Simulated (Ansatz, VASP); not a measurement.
**One calculation of Al, two programs**

Contents of INCAR:

```
SYSTEM = Al
PREC = Accurate ; ENCUT = 520
EDIFF = 1E-6 ; ISMEAR = 0
SIGMA = 0.15 ; LREAL = .False.
LASPH = .True. ; NELM = 80
ALGO = Fast ; ISIF = 2
LWAVE = .False. ; LCHARG = .False.
GGA = PE ; IVDW = 12
NBANDS = 8
```

File KPOINTS:

```
regular mesh
0
Gamma
  20 20 20
  0 0 0
```

The input POSCAR:

```
Al
1.0
   -0.1393715455      1.9910220790      1.8516505335
    1.8516505335      0.0000000000      1.7122789879
    1.9910220790      1.9910220790     -0.1393715455
Al
1
Direct
    0.0000000000      0.0000000000      0.0000000000
```

Input for Ansatz:

```yaml
crystal:
  lattice:
    - [-0.1393715455, 1.991022079, 1.8516505335]
    - [1.8516505335, 0.0, 1.7122789879]
    - [1.991022079, 1.991022079, -0.1393715455]
  atoms:
    - { symbol: Al, position: [0.0, 0.0, 0.0] }
basis:
  ecutwfc: 420
kpoints:
  mp_grid: { grid: [20, 20, 20] }
hamiltonian:
  xc: pbe
  pseudopotentials: { kind: paw, azcp: { folder: soft_1 } }
  dispersion: d3bj
scf:
  occupations: { method: gaussian, width: 0.15 }
output:
  forces: true
  stress: true
  eigenvalues: true
```

Change from the starting cell: engineering shear strain xz -0.1400, normal strain along z -0.0700.

Alike in both runs: task single point; functional PBE; dispersion D3(BJ); k mesh 20 × 20 × 20; occupations gaussian, width 0.15 eV; no spin polarisation.

|  | VASP | Ansatz |
| --- | --- | --- |
| version | VASP 6.6.1 | Ansatz 0.2.0 |
| potentials or method | VASP PAW PBE potentials, release 64 (Al), cutoff 520 eV | scalar-relativistic, plane waves, PAW |
| valence electrons in the cell | 3 | 3 |

```csv
,VASP,Ansatz,Ansatz less VASP
gap on the k mesh at the Fermi level (eV),none,none,-
pressure (GPa),11.2,11.2,-0.02
"traceless stress, the component that is largest in VASP (GPa)",11.61,11.61,-0.001
```

A gap of «none» marks a metal or a gap that the smearing closes.
